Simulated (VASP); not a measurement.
# Si5Ge (C2/m) in VASP: single point with PBE

Aim: the single point of Si5Ge with PBE.

All numbers are computed with VASP 6.6.1; they aren't measurements. Logs are shortened: lines on timing, memory, paths and dates and some standing lists are left out, and cuts for length are marked.

### 1 The cell of the first run

It takes space group C2/m (No. 12, monoclinic). Conventional cell: a = 4.886 Å, b = 8.464 Å, c = 4.886 Å, α = 90.00°, β = 109.47°, γ = 90.00°. Within 3.7 Å of Si (site symmetry 2) lie 10 Si at 2.82 Å and 2 Ge at 2.82 Å. Si (site symmetry 2) has 3 Ge at 2.82 Å and 9 Si at 2.82 Å within 3.7 Å. Si (site symmetry 2/m) has 10 Si at 2.82 Å and 2 Ge at 2.82 Å within 3.7 Å. Within 3.7 Å of Ge (site symmetry 2/m) lie 12 Si at 2.82 Å.

### 2 Single point, PBE

File INCAR:

```
PREC     = Accurate       # precision mode
ENCUT    = 520            # plane-wave cutoff, eV
EDIFF    = 1E-6           # SCF threshold, eV
ISMEAR   = 0              # smearing method
SIGMA    = 0.1            # smearing width, eV
LREAL    = False          # projectors in reciprocal space
LASPH    = True           # aspherical terms in the spheres
NELM     = 100            # most SCF steps
ALGO     = Normal         # electronic algorithm
ISIF     = 2              # what is computed and relaxed
LWAVE    = False          # write WAVECAR
LCHARG   = False          # write CHGCAR
GGA      = PE             # functional
NBANDS   = 26             # bands
```

File KPOINTS:

```
Automatic mesh
0
Gamma
  4 4 4
```

File POSCAR:

```
Si5Ge
1.0
    2.4432183800     -4.2317783600      0.0000000000
    2.4432183800      4.2317783600      0.0000000000
   -1.6288122500      0.0000000000      4.6069767500
Si Ge
5 1
Direct
    0.8333333300      0.1666666700      0.0000000000
    0.1666666700      0.8333333300      0.0000000000
    0.3333333300      0.6666666700      0.5000000000
    0.5000000000      0.5000000000      0.0000000000
    0.6666666700      0.3333333300      0.5000000000
    0.0000000000      0.0000000000      0.5000000000
```

Potentials or basis: VASP PAW PBE potentials, release 64 (Si, Ge_d).

Launch:

```bash
cat potpaw_PBE.64/Si/POTCAR potpaw_PBE.64/Ge_d/POTCAR > POTCAR
mpirun -np 1 vasp_std > vasp.out
```

OUTCAR:

```text
PREC = Accurate
   ENCUT = 520
   EDIFF = 1E-6
   ISMEAR = 0
   LREAL = False
   LASPH = True
   NELM = 100
   ISIF = 2
   GGA = PE

 ion  position               nearest neighbor table
   1  0.833  0.167  0.000-   4 2.82   5 2.82   5 2.82   2 2.82   2 2.82   3 2.82   3 2.82   6 2.82
                             6 2.82   4 2.82   4 2.82   2 2.82
   2  0.167  0.833  0.000-   4 2.82   3 2.82   3 2.82   1 2.82   1 2.82   5 2.82   5 2.82   6 2.82
                             6 2.82   4 2.82   4 2.82   1 2.82
   3  0.333  0.667  0.500-   6 2.82   2 2.82   2 2.82   5 2.82   5 2.82   1 2.82   1 2.82   4 2.82
                             4 2.82   6 2.82   6 2.82   5 2.82
   4  0.500  0.500  0.000-   1 2.82   2 2.82   6 2.82   6 2.82   3 2.82   3 2.82   5 2.82   5 2.82
                             2 2.82   2 2.82   1 2.82   1 2.82
   5  0.667  0.333  0.500-   6 2.82   1 2.82   1 2.82   3 2.82   3 2.82   2 2.82   2 2.82   4 2.82
                             4 2.82   6 2.82   6 2.82   3 2.82
   6  0.000  0.000  0.500-   3 2.82   5 2.82   4 2.82   4 2.82   1 2.82   1 2.82   2 2.82   2 2.82
                             5 2.82   5 2.82   3 2.82   3 2.82

  LATTYP: Found a base centered monoclinic cell.
 ALAT       =     4.8864367600
 B/A-ratio  =     1.7320508042
 C/A-ratio  =     0.9999999981
 COS(beta)  =    -0.3333333333

  Lattice vectors:

 A1 = (   2.4432183800,  -4.2317783600,   0.0000000000)
 A2 = (   2.4432183800,   4.2317783600,   0.0000000000)
 A3 = (  -1.6288122500,   0.0000000000,   4.6069767500)

Analysis of symmetry for initial positions (statically):
=====================================================================
 Subroutine PRICEL returns:
 Original cell was already a primitive cell.

 Routine SETGRP: Setting up the symmetry group for a
 base centered monoclinic supercell.

 Subroutine GETGRP returns: Found  4 space group operations
 (whereof  4 operations were pure point group operations)
 out of a pool of  4 trial point group operations.

The static configuration has the point symmetry C_2h.

Analysis of symmetry for dynamics (positions and initial velocities):
=====================================================================
 Subroutine PRICEL returns:
 Original cell was already a primitive cell.

 Routine SETGRP: Setting up the symmetry group for a
 base centered monoclinic supercell.

 Subroutine GETGRP returns: Found  4 space group operations
 (whereof  4 operations were pure point group operations)
 out of a pool of  4 trial point group operations.

The dynamic configuration has the point symmetry C_2h.

 Subroutine INISYM returns: Found  4 space group operations
 (whereof  4 operations are pure point group operations),
 and found     1 'primitive' translations

----------------------------------------------------------------------------------------

                                     Primitive cell

  volume of cell :      95.2645

  direct lattice vectors                    reciprocal lattice vectors
     2.443218380 -4.231778360  0.000000000     0.204648100 -0.118153636  0.072354030
     2.443218380  4.231778360  0.000000000     0.204648100  0.118153636  0.072354030
    -1.628812250  0.000000000  4.606976750     0.000000000  0.000000000  0.217062090

  length of vectors
     4.886436753  4.886436753  4.886436751     0.247136060  0.247136060  0.217062090

  position of ions in fractional coordinates (direct lattice)
     0.833333330  0.166666670  0.000000000
     0.166666670  0.833333330  0.000000000
     0.333333330  0.666666670  0.500000000
     0.500000000  0.500000000  0.000000000
     0.666666670  0.333333330  0.500000000
     0.000000000  0.000000000  0.500000000

  ion indices of the primitive-cell ions
   primitive index   ion index
                 1           1
                 2           2
                 3           3
                 4           4
                 5           5
                 6           6

----------------------------------------------------------------------------------------

 KPOINTS: Automatic mesh

Automatic generation of k-mesh.
 Grid dimensions read from file:
 generate k-points for:    4    4    4

 Generating k-lattice:

  Cartesian coordinates                     Fractional coordinates (reciprocal lattice)
     0.051162025 -0.029538409  0.018088507     0.250000000 -0.000000000  0.000000000
     0.051162025  0.029538409  0.018088507    -0.000000000  0.250000000  0.000000000
     0.000000000  0.000000000  0.054265522     0.000000000  0.000000000  0.250000000

  Length of vectors
     0.061784015  0.061784015  0.054265522

  Shift w.r.t. Gamma in fractional coordinates (k-lattice)
     0.000000000  0.000000000  0.000000000

 Subroutine IBZKPT returns following result:
 ===========================================

 Found     24 irreducible k-points:

 Following reciprocal coordinates:
            Coordinates               Weight
  0.000000  0.000000  0.000000      1.000000
  0.250000 -0.000000 -0.000000      4.000000
  0.500000 -0.000000 -0.000000      2.000000
  0.250000  0.250000 -0.000000      2.000000
  0.500000  0.250000 -0.000000      4.000000
 -0.250000  0.250000  0.000000      2.000000
[... 16 lines left out ...]
 -0.250000  0.250000  0.500000      2.000000
  0.500000  0.500000  0.500000      1.000000
   k-points           NKPTS =     24   k-points in BZ     NKDIM =     24   number of bands    NBANDS=     26
   number of dos      NEDOS =    301   number of ions     NIONS =      6
   total plane-waves  NPLWV =  46656
   dimension x,y,z NGX =    36 NGY =   36 NGZ =   36
   dimension x,y,z NGXF=    72 NGYF=   72 NGZF=   72
   ions per type =               5   1
   NGX,Y,Z   is equivalent  to a cutoff of  12.25, 12.25, 12.25 a.u.
   NGXF,Y,Z  is equivalent  to a cutoff of  24.50, 24.50, 24.50 a.u.
 SYSTEM =  unknown system
   PREC   = accura    normal or accurate (medium, high low for compatibility)
   ISTART =      0    job   : 0-new  1-cont  2-samecut
   ICHARG =      2    charge: 1-file 2-atom 10-const
   ISPIN  =      1    spin polarized calculation?
   LNONCOLLINEAR =      F non collinear calculations
   LSORBIT =      F    spin-orbit coupling
   LASPH  =      T    aspherical Exc in radial PAW
   ENCUT  =  520.0 eV  38.22 Ry    6.18 a.u.   9.09  9.09  9.09*2*pi/ulx,y,z
   NELM   =    100;   NELMIN=  2; NELMDL= -5     # of ELM steps
   EDIFF  = 0.1E-05   stopping-criterion for ELM
   LREAL  =      F    real-space projection
   EDIFFG = 0.1E-04   stopping-criterion for IOM
   NSW    =      0    number of steps for IOM
   IBRION =     -1    ionic relax: 0-MD 1-quasi-New 2-CG
   NFREE  =      0    steps in history (QN), initial steepest desc. (CG)
   ISIF   =      2    stress and relaxation
   ISYM   =      2    0-nonsym 1-usesym 2-fastsym
   POTIM  = 0.5000    time-step for ionic-motion
   TEBEG  =    0.0;   TEEND  =   0.0 temperature during run
   PSTRESS=    0.0 pullay stress
   NELECT =      34.0000    total number of electrons
   NUPDOWN=      -1.0000    fix difference up-down
   EMIN   =  10.00;   EMAX   =-10.00  energy-range for DOS
   EFERMI =   0.00;   METHOD = LEGACY
   ISMEAR =     0;   SIGMA  =   0.10  broadening in eV -4-tet -1-fermi 0-gaus
   EFERMI_NEDOS =   21; number of points for ismear=-14 and -15
   IALGO  =     38    algorithm
   IMIX   =      4    mixing-type and parameters
     AMIX     =   0.40;   BMIX     =  1.00
     AMIX_MAG =   1.60;   BMIX_MAG =  1.00
  volume/ion in A,a.u.               =      15.88       107.15
  Fermi-wavevector in a.u.,A,eV,Ry     =   1.161246  2.194436 18.347337  1.348491
  Thomas-Fermi vector in A             =   2.297820
   LORBIT       =      0    0 simple, 1 ext, 2 COOP (PROOUT), +10 PAW based schemes
   GGA     = PE    functional components
   LHFCALC =     F    Hartree Fock is set to
   AEXX    =    0.0000 exact exchange contribution
   IVDW    =     0    specifies the selected vdW correction
   LEPSILON=     F    determine dielectric tensor
   LRPA    =     F    only Hartree local field effects (RPA)
 non-spin polarized calculation
 Gauss-broadening in eV      SIGMA  =   0.10
  energy-cutoff  :      520.00
  volume of cell :       95.26
 maximum number of plane-waves:      2606
   NGX = 19   NGY = 19   NGZ = 19

 number of electron      33.9999986 magnetization

 Free energy of the ion-electron system (eV)
  ---------------------------------------------------
  ext. energy  EPLUGINS =         0.00000000
  ---------------------------------------------------
  free energy    TOTEN  =       -28.04310195 eV

  energy without entropy =      -28.00824489  energy(sigma->0) =      -28.02567342

 E-fermi :   9.0718     XC(G=0): -11.0513

 val. band max:        9.0375221025   @ k =   0.5000  -0.0000   0.2500
 cond. band min:       9.0806444410   @ k =  -0.2500   0.2500   0.5000
 fundamental gap:      0.0431223385
 Fermi energy:         9.0717730887

 k-point     1 :       0.0000    0.0000    0.0000
  band No.  band energies     occupation
      1     -15.8087      2.00000
      2     -15.8023      2.00000
      3     -15.8020      2.00000
      4     -15.7974      2.00000
      5     -15.7917      2.00000
      6      -4.8708      2.00000
[... 18 lines left out ...]
     25      16.2910      0.00000
     26      16.7492      0.00000

 k-point     2 :       0.2500   -0.0000   -0.0000
  band No.  band energies     occupation
      1     -15.8084      2.00000
      2     -15.8021      2.00000
      3     -15.8020      2.00000
      4     -15.7973      2.00000
      5     -15.7916      2.00000
      6      -4.3159      2.00000
[... 18 lines left out ...]
     25      13.3746      0.00000
     26      14.4912      0.00000

 k-point     3 :       0.5000   -0.0000   -0.0000
  band No.  band energies     occupation
      1     -15.8081      2.00000
      2     -15.8022      2.00000
      3     -15.8018      2.00000
      4     -15.7973      2.00000
      5     -15.7913      2.00000
      6      -2.7953      2.00000
[... 572 lines left out ...]
 k-point    23 :      -0.2500    0.2500    0.5000
  band No.  band energies     occupation
      1     -15.8079      2.00000
      2     -15.8025      2.00000
      3     -15.8016      2.00000
      4     -15.7969      2.00000
      5     -15.7917      2.00000
      6      -2.8007      2.00000
[... 18 lines left out ...]
     25      13.3994      0.00000
     26      13.4424      0.00000

 k-point    24 :       0.5000    0.5000    0.5000
  band No.  band energies     occupation
      1     -15.8075      2.00000
      2     -15.8028      2.00000
      3     -15.8017      2.00000
      4     -15.7963      2.00000
      5     -15.7918      2.00000
      6      -1.5237      2.00000
[... 18 lines left out ...]
     25      13.3996      0.00000
     26      13.5938      0.00000

------------------------ aborting loop because EDIFF is reached ----------------------------------------

  FORCE on cell =-STRESS in cart. coord.  units (eV):
  Direction    XX          YY          ZZ          XY          YZ          ZX
  --------------------------------------------------------------------------------------
  -------------------------------------------------------------------------------------
  Total        0.1059829     -0.7342309     -2.2594892      0.0000000      0.0000000     -0.5749795
  in kB        1.7824402    -12.3484380    -38.0005281      0.0000000      0.0000000     -9.6701166
  external PRESSURE =     -16.1888420 kB  Pullay stress =       0.0000000 kB

 VOLUME and BASIS-vectors are now :
 -----------------------------------------------------------------------------
  energy-cutoff  :      520.00
  volume of cell :       95.26
      direct lattice vectors                 reciprocal lattice vectors
     2.443218380 -4.231778360  0.000000000     0.204648100 -0.118153636  0.072354030
     2.443218380  4.231778360  0.000000000     0.204648100  0.118153636  0.072354030
    -1.628812250  0.000000000  4.606976750     0.000000000  0.000000000  0.217062090

 POSITION                                       TOTAL-FORCE (eV/Angst)
 -----------------------------------------------------------------------------------
      2.44322     -2.82119      0.00000        -0.000000      0.282591      0.000000
      2.44322      2.82119      0.00000         0.000000     -0.282591      0.000000
      1.62881      1.41059      2.30349        -0.000000     -0.017628      0.000000
      2.44322      0.00000      0.00000         0.000000      0.000000      0.000000
      1.62881     -1.41059      2.30349         0.000000      0.017628     -0.000000
     -0.81441      0.00000      2.30349         0.000000      0.000000      0.000000
 -----------------------------------------------------------------------------------
    total drift:                               -0.000000     -0.000000      0.000000

  FREE ENERGIE OF THE ION-ELECTRON SYSTEM (eV)
  ---------------------------------------------------
  free  energy   TOTEN  =       -28.0431019477 eV

  energy  without entropy=      -28.0082448931  energy(sigma->0) =      -28.02567342
```

Run time: 18 s. Hardware: 1 thread of Intel Xeon 6975P-C (Granite Rapids), shared host; peak memory 0.22 GiB.

Results:

* Free energy: -28.0431 eV
* Pressure: -1.6 GPa
* Largest force: 0.283 eV/Å
* Band gap on the k mesh: zero (bands 17 and 18 overlap by 3.37 eV)

Forces on the atoms (eV/Å):
```
Si   0.000  0.283  0.000
Si   0.000 -0.283  0.000
Si   0.000 -0.018  0.000
Si   0.000  0.000  0.000
Si   0.000  0.018  0.000
Ge   0.000  0.000  0.000
```

Levels at points of the mesh, in eV from the Fermi level:
```csv
k point,band 15,band 16,band 17,band 18,band 19,band 20
"(0.00, 0.00, 0.00)",-3.14,-3.06,-2.55,-2.49,0.20,0.26
"(0.50, 0.00, 0.00)",-2.68,0.02,0.07,1.12,1.15,1.56
"(0.50, 0.50, 0.00)",-4.57,0.18,0.25,1.31,1.47,2.58
"(0.00, 0.00, 0.50)",-4.01,-1.31,-1.22,-1.19,-1.12,1.12
"(0.50, 0.00, 0.50)",-0.13,0.02,0.15,0.69,0.75,2.80
"(0.50, 0.50, 0.50)",0.13,0.15,0.28,1.12,1.14,2.73
```

Caveat: the k points lie up to 0.39 Å⁻¹ apart, too coarse for converged energies and pressures of a metal.

The gap in the log of VASP goes by the Fermi energy; the results here count the filled bands.